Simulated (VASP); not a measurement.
# Zn5CdSe6 (an interface model) in VASP: single point with PBEsol

Aim: the single point of Zn5CdSe6 (an interface model) with PBEsol.

All numbers are computed with VASP 6.6.1; they aren't measurements. Logs are shortened: lines on timing, memory, paths and dates and some standing lists are left out, and cuts for length are marked.

## 1. The cell of the first run

The cell holds layers of an interface, 12 atoms: a = 3.983 Å, b = 3.983 Å, c = 17.421 Å, α = 90.00°, β = 90.00°, γ = 90.00°.

## 2. Single point, PBEsol

Contents of INCAR:

```
SYSTEM = Zn5CdSe6
  PREC = Accurate
  ENCUT = 400
  EDIFF = 1E-6
  ISMEAR = -1
  SIGMA = 0.05
  LREAL = .FALSE.
  LASPH = .TRUE.
  NELM = 120
  ALGO = Normal
  ISIF = 2
  LWAVE = .FALSE.
  LCHARG = .FALSE.
  GGA = PS
  NBANDS = 66
  GGA_COMPAT = .FALSE.
```

Contents of KPOINTS:

```
regular mesh
0
G
  6 6 1
  0 0 0
```

Contents of POSCAR:

```
Zn5CdSe6
1.0
    2.8166860000      2.8166860000      0.0000000000
   -2.8166860000      2.8166860000      0.0000000000
    0.0000000000      0.0000000000     17.4210739010
Cd Zn Se
1 5 6
Direct
    0.0000000000      0.0000000000      0.0094240000
    0.0000000000      0.0000000000      0.3477740000
    0.0000000000      0.0000000000      0.6710240000
    0.5000000000      0.5000000000      0.1860860000
    0.5000000000      0.5000000000      0.5093940000
    0.5000000000      0.5000000000      0.8327600000
    0.5000000000      0.0000000000      0.1058420000
    0.5000000000      0.0000000000      0.4286160000
    0.5000000000      0.0000000000      0.7518680000
    0.0000000000      0.5000000000      0.2669810000
    0.0000000000      0.5000000000      0.5902270000
    0.0000000000      0.5000000000      0.9130110000
```

Potentials or basis: VASP PAW PBE potentials, release 64 (Cd, Zn, Se).

On the command line:

```sh
$ cat potpaw_PBE.64/Cd/POTCAR potpaw_PBE.64/Zn/POTCAR potpaw_PBE.64/Se/POTCAR > POTCAR
$ mpirun -np 1 vasp_std > vasp.out
```

OUTCAR:

```text
SYSTEM = Zn5CdSe6
   PREC = Accurate
   ENCUT = 400
   EDIFF = 1E-6
   ISMEAR = -1
   LREAL = .FALSE.
   LASPH = .TRUE.
   NELM = 120
   ISIF = 2
   GGA = PS

 ion  position               nearest neighbor table
   1  0.000  0.000  0.009-  12 2.61  12 2.61   7 2.61   7 2.61
   2  0.000  0.000  0.348-  10 2.44  10 2.44   8 2.44   8 2.44
   3  0.000  0.000  0.671-  11 2.44  11 2.44   9 2.44   9 2.44
   4  0.500  0.500  0.186-   7 2.43   7 2.43  10 2.44  10 2.44
   5  0.500  0.500  0.509-   8 2.44   8 2.44  11 2.44  11 2.44
   6  0.500  0.500  0.833-  12 2.43  12 2.43   9 2.44   9 2.44
   7  0.500  0.000  0.106-   4 2.43   4 2.43   1 2.61   1 2.61
   8  0.500  0.000  0.429-   5 2.44   5 2.44   2 2.44   2 2.44
   9  0.500  0.000  0.752-   3 2.44   3 2.44   6 2.44   6 2.44
  10  0.000  0.500  0.267-   2 2.44   2 2.44   4 2.44   4 2.44
  11  0.000  0.500  0.590-   3 2.44   3 2.44   5 2.44   5 2.44
  12  0.000  0.500  0.913-   6 2.43   6 2.43   1 2.61   1 2.61

  LATTYP: Found a simple tetragonal cell.
 ALAT       =     3.9833955421
 C/A-ratio  =     4.3734230549

  Lattice vectors:

 A1 = (   2.8166860000,   2.8166860000,   0.0000000000)
 A2 = (  -2.8166860000,   2.8166860000,   0.0000000000)
 A3 = (   0.0000000000,   0.0000000000,  17.4210739010)

Analysis of symmetry for initial positions (statically):
=====================================================================
 Subroutine PRICEL returns:
 Original cell was already a primitive cell.

 Routine SETGRP: Setting up the symmetry group for a
 simple tetragonal supercell.

 Subroutine GETGRP returns: Found  4 space group operations
 (whereof  4 operations were pure point group operations)
 out of a pool of 16 trial point group operations.

The static configuration has the point symmetry C_2v.

Analysis of symmetry for dynamics (positions and initial velocities):
=====================================================================
 Subroutine PRICEL returns:
 Original cell was already a primitive cell.

 Routine SETGRP: Setting up the symmetry group for a
 simple tetragonal supercell.

 Subroutine GETGRP returns: Found  4 space group operations
 (whereof  4 operations were pure point group operations)
 out of a pool of 16 trial point group operations.

The dynamic configuration has the point symmetry C_2v.

 Subroutine INISYM returns: Found  4 space group operations
 (whereof  4 operations are pure point group operations),
 and found     1 'primitive' translations

----------------------------------------------------------------------------------------

                                     Primitive cell

  volume of cell :     276.4278

  direct lattice vectors                    reciprocal lattice vectors
     2.816686000  2.816686000  0.000000000     0.177513574  0.177513574  0.000000000
    -2.816686000  2.816686000  0.000000000    -0.177513574  0.177513574  0.000000000
     0.000000000  0.000000000 17.421073901     0.000000000  0.000000000  0.057401743

  length of vectors
     3.983395542  3.983395542 17.421073901     0.251042105  0.251042105  0.057401743

  position of ions in fractional coordinates (direct lattice)
     0.000000000  0.000000000  0.009424000
     0.000000000  0.000000000  0.347774000
     0.000000000  0.000000000  0.671024000
     0.500000000  0.500000000  0.186086000
     0.500000000  0.500000000  0.509394000
     0.500000000  0.500000000  0.832760000
     0.500000000  0.000000000  0.105842000
     0.500000000  0.000000000  0.428616000
     0.500000000  0.000000000  0.751868000
     0.000000000  0.500000000  0.266981000
     0.000000000  0.500000000  0.590227000
     0.000000000  0.500000000  0.913011000

  ion indices of the primitive-cell ions
   primitive index   ion index
                 1           1
                 2           2
                 3           3
                 4           4
                 5           5
                 6           6
                 7           7
                 8           8
                 9           9
                10          10
                11          11
                12          12

----------------------------------------------------------------------------------------

 KPOINTS: regular mesh

Automatic generation of k-mesh.
 Grid dimensions read from file:
 generate k-points for:    6    6    1

 Generating k-lattice:

  Cartesian coordinates                     Fractional coordinates (reciprocal lattice)
     0.029585596  0.029585596  0.000000000     0.166666667  0.000000000  0.000000000
    -0.029585596  0.029585596  0.000000000     0.000000000  0.166666667  0.000000000
     0.000000000  0.000000000  0.057401743     0.000000000  0.000000000  1.000000000

  Length of vectors
     0.041840351  0.041840351  0.057401743

  Shift w.r.t. Gamma in fractional coordinates (k-lattice)
     0.000000000  0.000000000  0.000000000

 Subroutine IBZKPT returns following result:
 ===========================================

 Found     16 irreducible k-points:

 Following reciprocal coordinates:
            Coordinates               Weight
  0.000000  0.000000  0.000000      1.000000
  0.166667  0.000000  0.000000      2.000000
  0.000000  0.166667  0.000000      2.000000
  0.333333  0.000000  0.000000      2.000000
  0.000000  0.333333  0.000000      2.000000
  0.500000  0.000000  0.000000      1.000000
[... 8 lines left out ...]
 -0.333333  0.500000  0.000000      2.000000
  0.500000  0.500000  0.000000      1.000000
   k-points           NKPTS =     16   k-points in BZ     NKDIM =     16   number of bands    NBANDS=     66
   number of dos      NEDOS =    301   number of ions     NIONS =     12
   total plane-waves  NPLWV =  94080
   dimension x,y,z NGX =    28 NGY =   28 NGZ =  120
   dimension x,y,z NGXF=    56 NGYF=   56 NGZF=  240
   ions per type =               1   5   6
   NGX,Y,Z   is equivalent  to a cutoff of  11.69, 11.69, 11.45 a.u.
   NGXF,Y,Z  is equivalent  to a cutoff of  23.37, 23.37, 22.90 a.u.
 SYSTEM =  Zn5CdSe6
   PREC   = accura    normal or accurate (medium, high low for compatibility)
   ISTART =      0    job   : 0-new  1-cont  2-samecut
   ICHARG =      2    charge: 1-file 2-atom 10-const
   ISPIN  =      1    spin polarized calculation?
   LNONCOLLINEAR =      F non collinear calculations
   LSORBIT =      F    spin-orbit coupling
   LASPH  =      T    aspherical Exc in radial PAW
   ENCUT  =  400.0 eV  29.40 Ry    5.42 a.u.   6.50  6.50 28.41*2*pi/ulx,y,z
   NELM   =    120;   NELMIN=  2; NELMDL= -5     # of ELM steps
   EDIFF  = 0.1E-05   stopping-criterion for ELM
   LREAL  =      F    real-space projection
   EDIFFG = 0.1E-04   stopping-criterion for IOM
   NSW    =      0    number of steps for IOM
   IBRION =     -1    ionic relax: 0-MD 1-quasi-New 2-CG
   NFREE  =      0    steps in history (QN), initial steepest desc. (CG)
   ISIF   =      2    stress and relaxation
   ISYM   =      2    0-nonsym 1-usesym 2-fastsym
   POTIM  = 0.5000    time-step for ionic-motion
   TEBEG  =    0.0;   TEEND  =   0.0 temperature during run
   PSTRESS=    0.0 pullay stress
   NELECT =     108.0000    total number of electrons
   NUPDOWN=      -1.0000    fix difference up-down
   EMIN   =  10.00;   EMAX   =-10.00  energy-range for DOS
   EFERMI =   0.00;   METHOD = LEGACY
   ISMEAR =    -1;   SIGMA  =   0.05  broadening in eV -4-tet -1-fermi 0-gaus
   EFERMI_NEDOS =   21; number of points for ismear=-14 and -15
   IALGO  =     38    algorithm
   IMIX   =      4    mixing-type and parameters
     AMIX     =   0.40;   BMIX     =  1.00
     AMIX_MAG =   1.60;   BMIX_MAG =  1.00
  volume/ion in A,a.u.               =      23.04       155.45
  Fermi-wavevector in a.u.,A,eV,Ry     =   1.196802  2.261627 19.488087  1.432334
  Thomas-Fermi vector in A             =   2.332733
   LORBIT       =      0    0 simple, 1 ext, 2 COOP (PROOUT), +10 PAW based schemes
   GGA     = PS    functional components
   LHFCALC =     F    Hartree Fock is set to
   AEXX    =    0.0000 exact exchange contribution
   IVDW    =     0    specifies the selected vdW correction
   LEPSILON=     F    determine dielectric tensor
   LRPA    =     F    only Hartree local field effects (RPA)
 non-spin polarized calculation
  energy-cutoff  :      400.00
  volume of cell :      276.43
 maximum number of plane-waves:      5042
 NGX is ok and might be reduce to    28
   NGX = 13   NGY = 13   NGZ = 57

 number of electron     108.0000077 magnetization

 Free energy of the ion-electron system (eV)
  ---------------------------------------------------
  ext. energy  EPLUGINS =         0.00000000
  ---------------------------------------------------
  free energy    TOTEN  =       -39.91625264 eV

  energy without entropy =      -39.91624876  energy(sigma->0) =      -39.91625070

 E-fermi :   2.1774     XC(G=0):  -9.5692

 val. band max:        1.6374031821   @ k =   0.0000   0.0000   0.0000
 cond. band min:       2.6629754715   @ k =   0.0000   0.0000   0.0000
 fundamental gap:      1.0255722895
 Fermi energy:         2.1773663134

 k-point     1 :       0.0000    0.0000    0.0000
  band No.  band energies     occupation
      1     -11.7765      2.00000
      2     -11.5842      2.00000
      3     -11.4442      2.00000
      4     -11.0566      2.00000
      5     -10.9591      2.00000
      6     -10.7294      2.00000
[... 58 lines left out ...]
     65       6.2962      0.00000
     66       7.3557      0.00000

 k-point     2 :       0.1667    0.0000    0.0000
  band No.  band energies     occupation
      1     -11.6557      2.00000
      2     -11.4812      2.00000
      3     -11.3533      2.00000
      4     -11.0120      2.00000
      5     -10.9253      2.00000
      6     -10.7291      2.00000
[... 955 lines left out ...]
     65       7.0888      0.00000
     66       7.0892      0.00000

 k-point    16 :       0.5000    0.5000    0.0000
  band No.  band energies     occupation
      1     -10.7090      2.00000
      2     -10.7085      2.00000
      3     -10.7057      2.00000
      4     -10.7035      2.00000
      5     -10.7016      2.00000
      6     -10.7010      2.00000
[... 58 lines left out ...]
     65       6.3442      0.00000
     66       6.3845      0.00000

------------------------ aborting loop because EDIFF is reached ----------------------------------------

  FORCE on cell =-STRESS in cart. coord.  units (eV):
  Direction    XX          YY          ZZ          XY          YZ          ZX
  --------------------------------------------------------------------------------------
  -------------------------------------------------------------------------------------
  Total        1.3736173      1.3736173      0.0242724     -0.0087315      0.0000000      0.0000000
  in kB        7.9614936      7.9614936      0.1406827     -0.0506076      0.0000000      0.0000000
  external PRESSURE =       5.3545566 kB  Pullay stress =       0.0000000 kB

 VOLUME and BASIS-vectors are now :
 -----------------------------------------------------------------------------
  energy-cutoff  :      400.00
  volume of cell :      276.43
      direct lattice vectors                 reciprocal lattice vectors
     2.816686000  2.816686000  0.000000000     0.177513574  0.177513574  0.000000000
    -2.816686000  2.816686000  0.000000000    -0.177513574  0.177513574  0.000000000
     0.000000000  0.000000000 17.421073901     0.000000000  0.000000000  0.057401743

 POSITION                                       TOTAL-FORCE (eV/Angst)
 -----------------------------------------------------------------------------------
      0.00000      0.00000      0.16418         0.000000      0.000000      0.000685
      0.00000      0.00000      6.05860         0.000000      0.000000      0.003403
      0.00000      0.00000     11.68996        -0.000000     -0.000000      0.002766
      0.00000      2.81669      3.24182         0.000000      0.000000     -0.001981
      0.00000      2.81669      8.87419         0.000000      0.000000      0.003862
      0.00000      2.81669     14.50757         0.000000      0.000000      0.000055
      1.40834      1.40834      1.84388        -0.000000      0.000000      0.021952
      1.40834      1.40834      7.46695         0.000000      0.000000     -0.003388
      1.40834      1.40834     13.09835         0.000000      0.000000     -0.000989
     -1.40834      1.40834      4.65110         0.000000      0.000000     -0.001849
     -1.40834      1.40834     10.28239         0.000000      0.000000     -0.002689
     -1.40834      1.40834     15.90563         0.000000      0.000000     -0.021827
 -----------------------------------------------------------------------------------
    total drift:                               -0.000000      0.000000      0.000729

  FREE ENERGIE OF THE ION-ELECTRON SYSTEM (eV)
  ---------------------------------------------------
  free  energy   TOTEN  =       -39.9162526374 eV

  energy  without entropy=      -39.9162487640  energy(sigma->0) =      -39.91625070
```

It took 7.4 min on 1 thread of Intel Xeon 8259CL, shared host; peak memory 0.39 GiB.

Results:

```
Free energy            : -39.9163 eV
Pressure               : 0.5 GPa
Largest force          : 0.022 eV/Å
Band gap on the k mesh : 1.03 eV, direct
```

Forces on the atoms (eV/Å):
```
Cd   0.000  0.000  0.001
Zn   0.000  0.000  0.003
Zn   0.000  0.000  0.003
Zn   0.000  0.000 -0.002
Zn   0.000  0.000  0.004
Zn   0.000  0.000  0.000
Se   0.000  0.000  0.022
Se   0.000  0.000 -0.003
Se   0.000  0.000 -0.001
Se   0.000  0.000 -0.002
Se   0.000  0.000 -0.003
Se   0.000  0.000 -0.022
```

Stress tensor (GPa, compression positive):
```
 0.80 -0.01  0.00
-0.01  0.80  0.00
 0.00  0.00  0.01
```

Caveat: the PAW data sets were made with another functional, which shifts forces and pressure a little.
